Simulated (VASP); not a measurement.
NaH, 2 atoms in the cell. The structure is cubic, space group Fm-3m (No. 225). Conventional cell: a = 5.124 Å, b = 5.124 Å, c = 5.124 Å, α = 90.00°, β = 90.00°, γ = 90.00°. Na (site symmetry m-3m) has 6 H at 2.56 Å within 3.4 Å. Within 3.4 Å of H (site symmetry m-3m) lie 6 Na at 2.56 Å.  This cell differs from its parent crystal: strain +0.050 along x and y, +0.050 along z.

```yaml
Program: VASP 6.6.1
Task: single point
Functional: PBE
Potentials_or_basis: VASP PAW PBE potentials, release 64 (Na_pv, H)
Cutoff: 520 eV
k_mesh: 8 × 8 × 8
Occupations: gaussian, width 0.05 eV
Spin: no spin polarisation
Dipole_correction: no
Further_INCAR_settings: ALGO = Normal; EDIFF = 1e-06; NBANDS = 11
```

Potentials or basis: VASP PAW PBE potentials, release 64 (Na_pv, H).

Run with:

```console
$ cat potpaw_PBE.64/Na_pv/POTCAR potpaw_PBE.64/H/POTCAR > POTCAR
$ mpirun -np 1 vasp_std > vasp.out
```

Hardware: 1 thread of Intel Xeon 6975P-C (shared host).

Task: Estimate the wall time of this run.

Result: Wall time 4.9 s on 1 thread of Intel Xeon 6975P-C (shared host), peak memory 0.15 GiB. Counts: scf iterations 12, k points 29.
